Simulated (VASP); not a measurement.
Te3O:

```xyz
8
Lattice="0.0000 5.0866 5.0866 5.0866 0.0000 5.0866 5.0866 5.0866 0.0000" Properties=species:S:1:pos:R:3 pbc="T T T"
Te    7.2856    5.0866    5.0866
Te    2.8875    5.0866    5.0866
Te    5.0866    7.2856    5.0866
Te    5.0866    2.8875    5.0866
Te    5.0866    5.0866    7.2856
Te    5.0866    5.0866    2.8875
O     5.0866    5.0866    5.0866
O     0.0000    0.0000    0.0000
```

| Quantity | Value |
| --- | --- |
| Program | VASP 6.6.1 |
| Task | relaxation of cell and atoms |
| Functional | PBE |
| Potentials or basis | VASP PAW PBE potentials, release 64 (Te, O) |
| Cutoff | 600 eV |
| k mesh | 3 × 3 × 3 |
| Occupations | gaussian, width 0.2 eV |
| Spin | no spin polarisation |

At the start: pressure 2.5 GPa; volume 32.90 Å³/atom.

Question: How do energy, volume and symmetry change on relaxing?

Answer: Over 11 steps the energy falls by 277.4 meV/atom and the volume is 28.23 Å³/atom (-14.2 %); space group Pm-3m (No. 221, to 0.05 Å).

Step by step:
```
step  energy change (eV)  largest force (eV/Å)  pressure (GPa)  volume (Å³)
   1              0.0000                2.5697            2.54       263.21
   2             -0.6596                0.1618           -4.67       283.60
   3             -0.7306                0.5614           -3.29       277.94
   4             -1.3366                0.6736           -2.57       257.50
   5             -1.7004                0.0597            7.83       202.24
   6             -1.9092                0.8671           -0.02       232.21
   7             -2.0326                0.6906            2.93       216.88
   8             -2.0705                0.4100            3.37       214.42
   9             -2.1302                0.0815            2.88       215.48
  10             -2.2146                0.0641           -0.58       228.38
  11             -2.2193                0.0677            0.00       225.86
```

Final structure:
```cif
data_structure
_symmetry_space_group_name_H-M 'P 1'
_symmetry_Int_Tables_number 1
_cell_length_a 6.8357
_cell_length_b 6.8357
_cell_length_c 6.8357
_cell_angle_alpha 60.000
_cell_angle_beta 60.000
_cell_angle_gamma 60.000
_cell_volume 225.86
loop_
_atom_site_label
_atom_site_type_symbol
_atom_site_fract_x
_atom_site_fract_y
_atom_site_fract_z
_atom_site_occupancy
Te1 Te 0.25081 0.74919 0.74919 1
Te2 Te 0.74919 0.25081 0.25081 1
Te3 Te 0.74919 0.25081 0.74919 1
Te4 Te 0.25081 0.74919 0.25081 1
Te5 Te 0.74919 0.74919 0.25081 1
Te6 Te 0.25081 0.25081 0.74919 1
O1 O 0.50000 0.50000 0.50000 1
O2 O 0.00000 0.00000 0.00000 1
```

Caveat: the relaxation stopped at a loose force limit of 0.08 eV/Å, so its end isn't a converged minimum.
